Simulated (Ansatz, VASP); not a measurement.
**Re: VASP beside Ansatz**

```
Re
1.0
     5.52000    0.00000    0.00000
    -4.14000    7.17069    0.00000
     0.00000    0.00000    4.45740
Re
13
Cartesian
  0.3084 0.1353 -0.7163
  -0.0206 1.8180 2.1270
  -1.4902 2.2003 0.0606
  -1.6225 3.6805 2.4239
  -2.8765 4.6604 0.1015
  -2.5378 6.0618 2.1435
  2.5374 -0.0010 0.1911
  2.6871 1.3691 2.3646
  1.4154 2.3356 0.0805
  1.4198 3.8902 2.4290
  -0.1259 4.3217 0.5488
  0.5791 6.7794 1.2523
  -0.2947 5.7423 3.1575
```

Alike in both runs: functional LDA; k mesh 3 × 2 × 3; occupations fermi-dirac, width 0.1 eV; no spin polarisation.

Ansatz relaxed the structure, and its values are those at the end. VASP's run is a single point on that final structure, the one shown.

|  | VASP | Ansatz |
| --- | --- | --- |
| version | VASP 6.6.1 | Ansatz 0.2.0 |
| potentials or method | VASP PAW LDA potentials, release 64 (Re_sv_GW), cutoff 410 eV | scalar-relativistic, plane waves, PAW |
| valence electrons in the cell | 195 | 195 |

```csv
,VASP,Ansatz,Ansatz less VASP
rms of the force components (eV/Å),0.024,0.023,-0.0004
```

LDA's correlation is that of Perdew and Zunger in VASP and of Perdew and Wang (1992) in Ansatz.

The k mesh is coarse, so the values compare programs but aren't converged. Spin-orbit coupling is off throughout.
